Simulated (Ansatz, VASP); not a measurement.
## One calculation of AgBr, two programs

Contents of INCAR:

```
PREC = Accurate
ENCUT = 500
EDIFF = 1E-6
ISMEAR = -1
SIGMA = 0.03
LREAL = F
LASPH = T
NELM = 120
ALGO = Normal
ISIF = 2
LWAVE = F
LCHARG = F
GGA = PE
NBANDS = 16
GGA_COMPAT = F
```

The input KPOINTS:

```
Automatic mesh
0
Gamma
  13 13 13
```

File POSCAR:

```
AgBr
1.0
    0.0000000000      2.8959052097      2.8959052097
    2.8959052097      0.0000000000      2.8959052097
    2.8959052097      2.8959052097      0.0000000000
Ag Br
1 1
Direct
    0.0000000000      0.0000000000      0.0000000000
    0.5000000000      0.5000000000      0.5000000000
```

Input for Ansatz:

```yaml
crystal:
  lattice:
    - [0.0, 2.8959052097, 2.8959052097]
    - [2.8959052097, 0.0, 2.8959052097]
    - [2.8959052097, 2.8959052097, 0.0]
  atoms:
    - { symbol: Ag, position: [0.0, 0.0, 0.0] }
    - { symbol: Br, position: [0.5, 0.5, 0.5] }
kpoints:
  mp_grid: { grid: [13, 13, 13] }
scf:
  occupations: { method: fermi_dirac, width: 0.03 }
hamiltonian:
  xc: pbe
  pseudopotentials: { kind: all_electron, lapw: { basis_error: 0.00025 } }
output:
  forces: true
  stress: true
  eigenvalues: true
```

Change from the starting cell: volume scaled by 0.975.

Alike in both runs: task single point; functional PBE; k mesh 13 × 13 × 13; occupations fermi-dirac, width 0.03 eV; no spin polarisation.

|  | VASP | Ansatz |
| --- | --- | --- |
| version | VASP 6.6.1 | Ansatz 0.2.0 |
| potentials or method | VASP PAW PBE potentials, release 64 (Ag, Br), cutoff 500 eV | all-electron LAPW, scalar-relativistic |

```tsv
	VASP	Ansatz	Ansatz less VASP
pressure (GPa)	1.0	1.0	+0.04
```

Ansatz ran all-electron here, and VASP with PAW potentials.
